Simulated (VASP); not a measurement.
CaSe:

```
Ca Se
1.0
     3.63478    0.00000    0.00000
     0.00000    3.63478    0.00000
     0.00000    0.00000    3.63478
Ca Se
1 1
Direct
  0.00000 0.00000 0.00000
  0.50000 0.50000 0.50000
```

Program: VASP 6.6.1. Alike in all runs: task single point; potentials or basis VASP PAW PBE potentials, release 64 (Ca_sv, Se); no spin polarisation; cell as given; cutoff (eV) 520; smearing gaussian 0.01 eV. Hardware: 1 thread of Intel Xeon 6975P-C, with other jobs on the host.

**Question.** Order these runs on this cell by their wall time, lowest first.
A. level PBE; k mesh 4 × 4 × 4
B. level PBE; k mesh 8 × 8 × 8
C. level HSE06; k mesh 4 × 4 × 4; grid for exact exchange (PRECFOCK) Normal; screening parameter 0.2079 1/Å

**Answer.** A (8.5 s), B (19 s), C (510 s).

Caveats: some runs use coarse meshes.
